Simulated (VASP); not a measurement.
Crystal: FeO.

```xyz
2
Lattice="0.0000 2.1697 2.1697 2.1697 0.0000 2.1697 2.1697 2.1697 0.0000" Properties=species:S:1:pos:R:3 pbc="T T T"
Fe    0.0000    0.0000    0.0000
O     2.1697    2.1697    2.1697
```

Base run:

```yaml
Program: VASP 6.6.1
Functional: revPBE
Potentials_or_basis: VASP PAW PBE potentials, release 64 (Fe, O)
Cutoff: 520 eV
k_mesh: 11 × 11 × 11
Occupations: fermi-dirac, width 0.05 eV
Spin: collinear spin, ferromagnetic start
Starting_moments: "[3.0, 0.0] μB"
```

Its results: band gap on the k mesh zero (filled and empty bands overlap); pressure 0.3 GPa; net moment 4.00 μB per cell; site moments Fe +3.63; O +0.30 μB.

**Question.** The run is repeated on the same cell with these changes: functional from revPBE to r2SCANh; k mesh from 11 × 11 × 11 to 6 × 6 × 6. What comes out?

**Answer.** Band gap on the k mesh zero (filled and empty bands overlap); pressure -11.2 GPa; net moment 4.01 μB per cell; site moments Fe +3.73; O +0.26 μB.

Several settings changed at once.

Caveats: some runs use coarse meshes; the PAW data sets were made with another functional, which shifts forces and pressure a little; a cell with one magnetic atom can't hold antiferromagnetic order, which such compounds often take; semilocal functionals often make such compounds metallic where correlation or magnetic order opens a gap, which also shifts bond lengths (at least some runs).
